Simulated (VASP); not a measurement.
**Cs2NaAlF6: single point with LDA**

The system is Cs2NaAlF6.

```xyz
10
Lattice="0.0000 4.3751 4.3751 4.3751 0.0000 4.3751 4.3751 4.3751 0.0000" Properties=species:S:1:pos:R:3 pbc="T T T"
Cs    6.5627    6.5627    6.5627
Cs    2.1876    2.1876    2.1876
Na    4.3751    4.3751    4.3751
Al    0.0000    0.0000    0.0000
F     1.8622    4.3751    4.3751
F     4.3751    4.3751    1.8622
F     6.8881    4.3751    4.3751
F     4.3751    1.8622    4.3751
F     4.3751    6.8881    4.3751
F     4.3751    4.3751    6.8881
```

- Program: VASP 6.6.1
- Task: single point
- Functional: LDA
- Potentials or basis: VASP PAW LDA potentials, release 64 (Cs_sv, Na_pv, Al, F)
- Cutoff: 520 eV
- k mesh: 4 × 4 × 4
- Occupations: fermi-dirac, width 0.01 eV
- Spin: no spin polarisation
- Dipole correction: no
- Further INCAR settings: ALGO = Normal; EDIFF = 1e-07; NBANDS = 46

```
Pressure               : -5.9 GPa
Largest force          : 0.336 eV/Å
Band gap on the k mesh : 6.37 eV, direct
```

Forces on the atoms (eV/Å):
```
Cs   0.000  0.000  0.000
Cs   0.000  0.000  0.000
Na   0.000  0.000  0.000
Al   0.000  0.000  0.000
F   -0.336  0.000  0.000
F    0.000  0.000 -0.336
F    0.336  0.000  0.000
F    0.000 -0.336  0.000
F    0.000  0.336  0.000
F    0.000  0.000  0.336
```

Levels at points of the mesh, in eV from the valence-band top:
| k point | band 33 | band 34 | band 35 | band 36 | band 37 | band 38 |
| --- | --- | --- | --- | --- | --- | --- |
| (0.00, 0.00, 0.00) | 0.00 | 0.00 | 0.00 | 6.37 | 8.29 | 8.29 |
| (0.50, 0.00, 0.00) | -0.09 | -0.05 | -0.05 | 7.93 | 8.87 | 9.53 |
| (0.50, 0.50, 0.00) | -0.14 | -0.14 | -0.01 | 8.20 | 8.72 | 9.13 |

Wall time 98 s on 1 thread of Intel Xeon 6975P-C (shared host), peak memory 0.28 GiB.

Caveat: spin-orbit coupling is left out, which moves the levels of the heavy elements. As with any semilocal functional, this LDA gap is likely too small.
